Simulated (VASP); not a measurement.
# LaB: single point with PBE

The system is LaB.

```
La B
1.0
     0.00000    3.37224    3.37224
     3.37224    0.00000    3.37224
     3.37224    3.37224    0.00000
La B
2 2
Cartesian
  3.3722 3.3722 3.3722
  5.0584 5.0584 5.0584
  0.0000 0.0000 0.0000
  1.6861 1.6861 1.6861
```

The cell was generated, and may not be a known phase.

```yaml
Program: VASP 6.6.1
Task: single point
Functional: PBE
Potentials_or_basis: VASP PAW PBE potentials, release 64 (La, B)
Cutoff: 520 eV
k_mesh: 4 × 4 × 4
Occupations: gaussian, width 0.1 eV
Spin: no spin polarisation
Dipole_correction: no
Further_INCAR_settings: ALGO = Normal; EDIFF = 1e-06; NBANDS = 22
```

The pressure is -0.1 GPa and the band gap on the k mesh is zero (bands 14 and 15 overlap by 1.20 eV).

Levels at points of the mesh, in eV from the Fermi level:
```tsv
k point	band 10	band 11	band 12	band 13	band 14	band 15	band 16	band 17	band 18	band 19
(0.00, 0.00, 0.00)	-2.66	-1.99	-1.99	-1.99	-0.92	-0.92	0.57	0.57	0.57	1.89
(0.50, 0.00, 0.00)	-5.33	-2.74	-2.74	-0.83	-0.83	-0.47	1.04	1.98	2.02	2.08
(0.50, 0.50, 0.00)	-6.05	-1.89	-1.89	0.22	0.22	0.83	0.83	1.38	1.38	1.39
```

Wall time 22 s on 1 thread of Intel(R) Xeon(R) Platinum 8259CL CPU @ 2.50GHz (Skylake/Cascade Lake), with other jobs on the host, peak memory 0.2 GiB.

Caveat: the k points lie up to 0.40 Å⁻¹ apart, too coarse for converged energies and pressures of a metal; spin-orbit coupling is left out, which moves the levels of the heavy elements.
